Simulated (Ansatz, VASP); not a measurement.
**MgS: VASP beside Ansatz**

```xyz
2
Lattice="0.0000 2.8450 2.8450 2.8450 0.0000 2.8450 2.8450 2.8450 0.0000" Properties=species:S:1:pos:R:3 pbc="T T T"
Mg    0.0000    0.0000    0.0000
S     1.4225    1.4225    1.4225
```

Change from the starting cell: hydrostatic strain +0.5%.

Alike in both runs: task single point; functional HSE06; k mesh 6 × 6 × 6; no spin polarisation.

|  | VASP | Ansatz |
| --- | --- | --- |
| version | VASP 6.6.1 | Ansatz 0.2.0 |
| potentials or method | VASP PAW PBE potentials, release 64 (Mg, S) | plane waves, PAW |
| plane-wave cutoff (eV) | 520 | 420 |
| occupations | gaussian, width 0.01 eV | fixed |
| valence electrons in the cell | 8 | 16 |

Ansatz gave:

- gap on the k mesh at the Fermi level (eV): 4.45
- pressure (GPa): -0.8

Question: Which values does VASP return?

Answer: gap on the k mesh at the Fermi level (eV): 4.43; pressure (GPa): -1.0.

VASP's potentials hold 8 valence electrons a cell and Ansatz's 16, so a difference there can come from the potentials and not from the codes. Ansatz's warnings: stress exchange threshold loose, stress scf threshold loose.
